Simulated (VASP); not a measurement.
# BaTiO3 (P4mm) in VASP: notebook

BaTiO3 is run at these levels: PBEsol; tasks: single point.

Everything below comes from runs of VASP 6.6.1. Logs are shortened: lines on timing, memory, paths and dates and some standing lists are left out, and cuts for length are marked.

## 1. The cell of the first run

The structure is tetragonal, space group P4mm (No. 99). Conventional cell: a = 4.000 Å, b = 4.000 Å, c = 3.897 Å, α = 90.00°, β = 90.00°, γ = 90.00°. Within 3.6 Å of Ba (site symmetry 4mm) lie 12 O at 2.75 to 2.83 Å and 8 Ti at 3.40 to 3.47 Å. Ti (site symmetry 4mm) has 6 O at 1.82 to 2.08 Å within 2.4 Å. O (site symmetry 4mm) has 2 Ti at 1.82 to 2.08 Å within 2.4 Å. O (site symmetry 2mm) has 2 Ti at 2.00 Å within 2.7 Å.

## 2. Single point, PBEsol (zz strain of -3 %)

Input file INCAR:

```
  PREC = Accurate
  ENCUT = 520
  EDIFF = 1E-7
  ISMEAR = -1
  SIGMA = 0.08
  LREAL = False
  LASPH = True
  NELM = 100
  ALGO = Normal
  ISIF = 2
  LWAVE = False
  LCHARG = True
  GGA = PS
  LELF = True
  LVHAR = True
  NBANDS = 28
```

Input file KPOINTS:

```
regular mesh
0
Gamma
  7 7 7
```

Input file POSCAR:

```
BaTiO3
1.0
    3.9998000000      0.0000000000      0.0000000000
    0.0000000000      3.9998000000      0.0000000000
    0.0000000000      0.0000000000      3.8974600000
Ba Ti O
1 1 3
Direct
    0.0000000000      0.0000000000      0.0000000000
    0.5000000000      0.5000000000      0.4820000000
    0.5000000000      0.5000000000      0.0160000000
    0.5000000000      0.0000000000      0.5150000000
    0.0000000000      0.5000000000      0.5150000000
```

Potentials or basis: VASP PAW PBE potentials, release 64 (Ba_sv, Ti_sv, O).

On the command line:

```
> cat potpaw_PBE.64/Ba_sv/POTCAR potpaw_PBE.64/Ti_sv/POTCAR potpaw_PBE.64/O/POTCAR > POTCAR
> mpirun -np 1 vasp_std > vasp.out
```

OUTCAR:

```text
PREC = Accurate
   ENCUT = 520
   EDIFF = 1E-7
   ISMEAR = -1
   LREAL = False
   LASPH = True
   NELM = 100
   ISIF = 2
   GGA = PS

 ion  position               nearest neighbor table
   1  0.000  0.000  0.000-   4 2.75   5 2.75   5 2.75   4 2.75   3 2.83   3 2.83   3 2.83   3 2.83
                             4 2.83   5 2.83   5 2.83   4 2.83   2 3.40   2 3.40   2 3.40   2 3.40
   2  0.500  0.500  0.482-   3 1.82   4 2.00   5 2.00   4 2.00   5 2.00   3 2.08   1 3.40   1 3.40
                             1 3.40   1 3.40   1 3.47   1 3.47   1 3.47   1 3.47
   3  0.500  0.500  0.016-   2 1.82   2 2.08   1 2.83   1 2.83   1 2.83   1 2.83
   4  0.500  0.000  0.515-   2 2.00   2 2.00   1 2.75   1 2.75   1 2.83   1 2.83
   5  0.000  0.500  0.515-   2 2.00   2 2.00   1 2.75   1 2.75   1 2.83   1 2.83

  LATTYP: Found a simple tetragonal cell.
 ALAT       =     3.9998000000
 C/A-ratio  =     0.9744137207

  Lattice vectors:

 A1 = (   3.9998000000,   0.0000000000,   0.0000000000)
 A2 = (   0.0000000000,   3.9998000000,   0.0000000000)
 A3 = (   0.0000000000,   0.0000000000,   3.8974600000)

Analysis of symmetry for initial positions (statically):
=====================================================================
 Subroutine PRICEL returns:
 Original cell was already a primitive cell.

 Routine SETGRP: Setting up the symmetry group for a
 simple tetragonal supercell.

 Subroutine GETGRP returns: Found  8 space group operations
 (whereof  8 operations were pure point group operations)
 out of a pool of 16 trial point group operations.

The static configuration has the point symmetry C_4v.

Analysis of symmetry for dynamics (positions and initial velocities):
=====================================================================
 Subroutine PRICEL returns:
 Original cell was already a primitive cell.

 Routine SETGRP: Setting up the symmetry group for a
 simple tetragonal supercell.

 Subroutine GETGRP returns: Found  8 space group operations
 (whereof  8 operations were pure point group operations)
 out of a pool of 16 trial point group operations.

The dynamic configuration has the point symmetry C_4v.

 Subroutine INISYM returns: Found  8 space group operations
 (whereof  8 operations are pure point group operations),
 and found     1 'primitive' translations

----------------------------------------------------------------------------------------

                                     Primitive cell

  volume of cell :      62.3531

  direct lattice vectors                    reciprocal lattice vectors
     3.999800000  0.000000000  0.000000000     0.250012501  0.000000000  0.000000000
     0.000000000  3.999800000  0.000000000     0.000000000  0.250012501  0.000000000
     0.000000000  0.000000000  3.897460000     0.000000000  0.000000000  0.256577361

  length of vectors
     3.999800000  3.999800000  3.897460000     0.250012501  0.250012501  0.256577361

  position of ions in fractional coordinates (direct lattice)
     0.000000000  0.000000000  0.000000000
     0.500000000  0.500000000  0.482000000
     0.500000000  0.500000000  0.016000000
     0.500000000  0.000000000  0.515000000
     0.000000000  0.500000000  0.515000000

  ion indices of the primitive-cell ions
   primitive index   ion index
                 1           1
                 2           2
                 3           3
                 4           4
                 5           5

----------------------------------------------------------------------------------------

 KPOINTS: regular mesh

Automatic generation of k-mesh.
 Grid dimensions read from file:
 generate k-points for:    7    7    7

 Generating k-lattice:

  Cartesian coordinates                     Fractional coordinates (reciprocal lattice)
     0.035716072  0.000000000  0.000000000     0.142857143  0.000000000  0.000000000
     0.000000000  0.035716072  0.000000000     0.000000000  0.142857143  0.000000000
     0.000000000  0.000000000  0.036653909     0.000000000  0.000000000  0.142857143

  Length of vectors
     0.035716072  0.035716072  0.036653909

  Shift w.r.t. Gamma in fractional coordinates (k-lattice)
     0.000000000  0.000000000  0.000000000

 Subroutine IBZKPT returns following result:
 ===========================================

 Found     40 irreducible k-points:

 Following reciprocal coordinates:
            Coordinates               Weight
  0.000000  0.000000  0.000000      1.000000
  0.142857  0.000000  0.000000      4.000000
  0.285714  0.000000  0.000000      4.000000
  0.428571  0.000000  0.000000      4.000000
  0.142857  0.142857  0.000000      4.000000
  0.285714  0.142857  0.000000      8.000000
[... 16 lines left out ...]
  0.285714  0.000000  0.285714      8.000000
  0.428571  0.000000  0.285714      8.000000
 [... further k-points ...]
   k-points           NKPTS =     40   k-points in BZ     NKDIM =     40   number of bands    NBANDS=     28
   number of dos      NEDOS =    301   number of ions     NIONS =      5
   total plane-waves  NPLWV =  27000
   dimension x,y,z NGX =    30 NGY =   30 NGZ =   30
   dimension x,y,z NGXF=    60 NGYF=   60 NGZF=   60
   ions per type =               1   1   3
   NGX,Y,Z   is equivalent  to a cutoff of  12.47, 12.47, 12.80 a.u.
   NGXF,Y,Z  is equivalent  to a cutoff of  24.94, 24.94, 25.59 a.u.
 SYSTEM =  unknown system
   PREC   = accura    normal or accurate (medium, high low for compatibility)
   ISTART =      0    job   : 0-new  1-cont  2-samecut
   ICHARG =      2    charge: 1-file 2-atom 10-const
   ISPIN  =      1    spin polarized calculation?
   LNONCOLLINEAR =      F non collinear calculations
   LSORBIT =      F    spin-orbit coupling
   LASPH  =      T    aspherical Exc in radial PAW
   ENCUT  =  520.0 eV  38.22 Ry    6.18 a.u.   7.44  7.44  7.25*2*pi/ulx,y,z
   NELM   =    100;   NELMIN=  2; NELMDL= -5     # of ELM steps
   EDIFF  = 0.1E-06   stopping-criterion for ELM
   LREAL  =      F    real-space projection
   EDIFFG = 0.1E-05   stopping-criterion for IOM
   NSW    =      0    number of steps for IOM
   IBRION =     -1    ionic relax: 0-MD 1-quasi-New 2-CG
   NFREE  =      0    steps in history (QN), initial steepest desc. (CG)
   ISIF   =      2    stress and relaxation
   ISYM   =      2    0-nonsym 1-usesym 2-fastsym
   POTIM  = 0.5000    time-step for ionic-motion
   TEBEG  =    0.0;   TEEND  =   0.0 temperature during run
   PSTRESS=    0.0 pullay stress
   NELECT =      40.0000    total number of electrons
   NUPDOWN=      -1.0000    fix difference up-down
   EMIN   =  10.00;   EMAX   =-10.00  energy-range for DOS
   EFERMI =   0.00;   METHOD = LEGACY
   ISMEAR =    -1;   SIGMA  =   0.08  broadening in eV -4-tet -1-fermi 0-gaus
   EFERMI_NEDOS =   21; number of points for ismear=-14 and -15
   IALGO  =     38    algorithm
   IMIX   =      4    mixing-type and parameters
     AMIX     =   0.40;   BMIX     =  1.00
     AMIX_MAG =   1.60;   BMIX_MAG =  1.00
  volume/ion in A,a.u.               =      12.47        84.16
  Fermi-wavevector in a.u.,A,eV,Ry     =   1.411916  2.668134 27.123293  1.993506
  Thomas-Fermi vector in A             =   2.533718
   LORBIT       =      0    0 simple, 1 ext, 2 COOP (PROOUT), +10 PAW based schemes
   GGA     = PS    functional components
   LHFCALC =     F    Hartree Fock is set to
   AEXX    =    0.0000 exact exchange contribution
   IVDW    =     0    specifies the selected vdW correction
   LEPSILON=     F    determine dielectric tensor
   LRPA    =     F    only Hartree local field effects (RPA)
 non-spin polarized calculation
  energy-cutoff  :      520.00
  volume of cell :       62.35
 maximum number of plane-waves:      1698
 NGX is ok and might be reduce to    30
   NGX = 15   NGY = 15   NGZ = 15

 number of electron      39.9999987 magnetization

 Free energy of the ion-electron system (eV)
  ---------------------------------------------------
  ext. energy  EPLUGINS =         0.00000000
  ---------------------------------------------------
  free energy    TOTEN  =       -41.93248746 eV

  energy without entropy =      -41.93248636  energy(sigma->0) =      -41.93248691

 E-fermi :   4.8701     XC(G=0): -11.6594

 val. band max:        3.8319435611   @ k =   0.4286   0.4286   0.4286
 cond. band min:       5.7066681356   @ k =   0.0000   0.0000   0.0000
 fundamental gap:      1.8747245745
 Fermi energy:         4.8700871274

 k-point     1 :       0.0000    0.0000    0.0000
  band No.  band energies     occupation
      1     -52.2293      2.00000
      2     -28.6473      2.00000
      3     -28.5626      2.00000
      4     -28.5626      2.00000
      5     -20.8032      2.00000
      6     -13.0218      2.00000
[... 20 lines left out ...]
     27       8.9680      0.00000
     28      11.3914      0.00000

 k-point     2 :       0.1429    0.0000    0.0000
  band No.  band energies     occupation
      1     -52.2291      2.00000
      2     -28.6469      2.00000
      3     -28.5732      2.00000
      4     -28.5622      2.00000
      5     -20.7783      2.00000
      6     -13.0618      2.00000
[... 20 lines left out ...]
     27       9.3658      0.00000
     28      11.8678      0.00000

 k-point     3 :       0.2857    0.0000    0.0000
  band No.  band energies     occupation
      1     -52.2286      2.00000
      2     -28.6460      2.00000
      3     -28.5969      2.00000
      4     -28.5612      2.00000
      5     -20.7210      2.00000
      6     -13.1927      2.00000
[... 20 lines left out ...]
     27      10.3503      0.00000
     28      12.3816      0.00000

 k-point     4 :       0.4286    0.0000    0.0000
  band No.  band energies     occupation
      1     -52.2282      2.00000
      2     -28.6452      2.00000
      3     -28.6157      2.00000
      4     -28.5605      2.00000
      5     -20.6740      2.00000
      6     -13.3207      2.00000
[... 20 lines left out ...]
     27      11.3382      0.00000
     28      12.2618      0.00000

 k-point     5 :       0.1429    0.1429    0.0000
  band No.  band energies     occupation
      1     -52.2289      2.00000
      2     -28.6465      2.00000
      3     -28.5730      2.00000
      4     -28.5723      2.00000
      5     -20.7550      2.00000
      6     -13.0737      2.00000
[... 20 lines left out ...]
     27       9.7664      0.00000
     28      12.0880      0.00000

 k-point     6 :       0.2857    0.1429    0.0000
  band No.  band energies     occupation
      1     -52.2284      2.00000
      2     -28.6456      2.00000
      3     -28.5962      2.00000
      4     -28.5716      2.00000
      5     -20.7017      2.00000
      6     -13.1481      2.00000
[... 463 lines left out ...]
      5     -20.7067      2.00000
      6     -13.0091      2.00000
[... 20 lines left out ...]
     27      10.3617      0.00000
     28      12.2158      0.00000

 k-point    22 :       0.1429    0.0000    0.2857
  band No.  band energies     occupation
      1     -52.2281      2.00000
      2     -28.6944      2.00000
      3     -28.5710      2.00000
      4     -28.5602      2.00000
      5     -20.6878      2.00000
      6     -12.9571      2.00000
[... 20 lines left out ...]
     27      10.7364      0.00000
     28      12.4788      0.00000

 k-point    23 :       0.2857    0.0000    0.2857
  band No.  band energies     occupation
      1     -52.2276      2.00000
      2     -28.6929      2.00000
      3     -28.5942      2.00000
      4     -28.5593      2.00000
      5     -20.6447      2.00000
      6     -12.8910      2.00000
[... 20 lines left out ...]
     27      11.7539      0.00000
     28      12.7045      0.00000

 k-point    24 :       0.4286    0.0000    0.2857
  band No.  band energies     occupation
      1     -52.2272      2.00000
      2     -28.6917      2.00000
      3     -28.6126      2.00000
      4     -28.5586      2.00000
      5     -20.6094      2.00000
      6     -12.9030      2.00000
[... 20 lines left out ...]
     27      12.5505      0.00000
     28      12.8886      0.00000

 [... further k-points ...]

------------------------ aborting loop because EDIFF is reached ----------------------------------------

  FORCE on cell =-STRESS in cart. coord.  units (eV):
  Direction    XX          YY          ZZ          XY          YZ          ZX
  --------------------------------------------------------------------------------------
  -------------------------------------------------------------------------------------
  Total        0.4217858      0.4217858      3.9110796      0.0000000      0.0000000      0.0000000
  in kB       10.8378788     10.8378788    100.4960573      0.0000000      0.0000000      0.0000000
  external PRESSURE =      40.7239383 kB  Pullay stress =       0.0000000 kB

 VOLUME and BASIS-vectors are now :
 -----------------------------------------------------------------------------
  energy-cutoff  :      520.00
  volume of cell :       62.35
      direct lattice vectors                 reciprocal lattice vectors
     3.999800000  0.000000000  0.000000000     0.250012501  0.000000000  0.000000000
     0.000000000  3.999800000  0.000000000     0.000000000  0.250012501  0.000000000
     0.000000000  0.000000000  3.897460000     0.000000000  0.000000000  0.256577361

 POSITION                                       TOTAL-FORCE (eV/Angst)
 -----------------------------------------------------------------------------------
      0.00000      0.00000      0.00000         0.000000     -0.000000     -0.037299
      1.99990      1.99990      1.87858        -0.000000      0.000000      0.588130
      1.99990      1.99990      0.06236        -0.000000     -0.000000     -0.238784
      1.99990      0.00000      2.00719        -0.000000     -0.000000     -0.156023
      0.00000      1.99990      2.00719        -0.000000     -0.000000     -0.156023
 -----------------------------------------------------------------------------------
    total drift:                                0.000000      0.000000     -0.000065

  FREE ENERGIE OF THE ION-ELECTRON SYSTEM (eV)
  ---------------------------------------------------
  free  energy   TOTEN  =       -41.9324874581 eV

  energy  without entropy=      -41.9324863604  energy(sigma->0) =      -41.93248691
```

Run time: 33 s. Hardware: 1 thread of Intel Xeon 6975P-C (Granite Rapids), shared host; peak memory 0.21 GiB.

Results:

```yaml
Free_energy: -41.9325 eV
Pressure: 4.1 GPa
Largest_force: 0.588 eV/Å
Band_gap_on_the_k_mesh: 1.87 eV, indirect (least direct gap 2.05 eV)
```

Forces in eV/Å, atoms in the order of the input:
```
Ba   0.000  0.000 -0.037
Ti   0.000  0.000  0.588
O    0.000  0.000 -0.239
O    0.000  0.000 -0.156
O    0.000  0.000 -0.156
```

Stress tensor (GPa, compression positive):
```
 1.08  0.00  0.00
 0.00  1.08  0.00
 0.00  0.00 10.05
```

Levels at points of the mesh, in eV from the valence-band top:
| k point | band 17 | band 18 | band 19 | band 20 | band 21 | band 22 | band 23 | band 24 |
| --- | --- | --- | --- | --- | --- | --- | --- | --- |
| (0.00, 0.00, 0.00) | -1.02 | -0.18 | -0.18 | -0.17 | 1.87 | 2.25 | 2.25 | 4.24 |

Caveat: the cell differs from its parent crystal (zz strain of -3 %); the PAW data sets were made with another functional, which shifts forces and pressure a little; spin-orbit coupling is left out, which moves the levels of the heavy elements. A k mesh can miss the band edges.

## 3. Single point, PBEsol (zz strain of -1 %)

Input file INCAR:

```
ALGO = Normal
EDIFF = 1E-6
ENCUT = 520
GGA = PS
ISIF = 2
ISMEAR = -1
LASPH = T
LCHARG = F
LREAL = F
LWAVE = F
NBANDS = 28
NELM = 60
PREC = Accurate
SIGMA = 0.08
```

Input file KPOINTS:

```
k-points
0
Gamma
  7 7 7
```

POSCAR, as its differences from that of step 2:

```diff
@@ -4,3 +4,3 @@
     0.0000000000      3.9998000000      0.0000000000
-    0.0000000000      0.0000000000      3.8974600000
+    0.0000000000      0.0000000000      3.9778200000
 Ba Ti O
```

Potentials or basis: VASP PAW PBE potentials, release 64 (Ba_sv, Ti_sv, O).

On the command line:

```
> cat potpaw_PBE.64/Ba_sv/POTCAR potpaw_PBE.64/Ti_sv/POTCAR potpaw_PBE.64/O/POTCAR > POTCAR
> mpirun -np 1 vasp_std > vasp.out
```

It took 30 s on 1 thread of Intel Xeon 6975P-C (Granite Rapids), shared host; peak memory 0.21 GiB.

The run converged. Its results:

| Property | Result |
| --- | --- |
| Free energy | -41.9834 eV |
| Pressure | 0.0 GPa |
| Largest force | 0.210 eV/Å |
| Band gap on the k mesh | 1.85 eV, indirect (least direct gap 2.06 eV) |

Forces on the atoms (eV/Å):
```
Ba   0.000  0.000 -0.068
Ti   0.000  0.000  0.210
O    0.000  0.000  0.180
O    0.000  0.000 -0.161
O    0.000  0.000 -0.161
```

Stress tensor (GPa, compression positive):
```
-1.23  0.00  0.00
 0.00 -1.23  0.00
 0.00  0.00  2.52
```

Levels at points of the mesh, in eV from the valence-band top:
| k point | band 16 | band 17 | band 18 | band 19 | band 20 | band 21 | band 22 | band 23 | band 24 | band 25 |
| --- | --- | --- | --- | --- | --- | --- | --- | --- | --- | --- |
| (0.00, 0.00, 0.00) | -1.23 | -1.05 | -0.23 | -0.21 | -0.21 | 1.85 | 2.17 | 2.17 | 4.16 | 4.37 |

Caveat: the cell differs from its parent crystal (zz strain of -1 %); the PAW data sets were made with another functional, which shifts forces and pressure a little; spin-orbit coupling is left out, which moves the levels of the heavy elements.

[end of part 1 of 2]
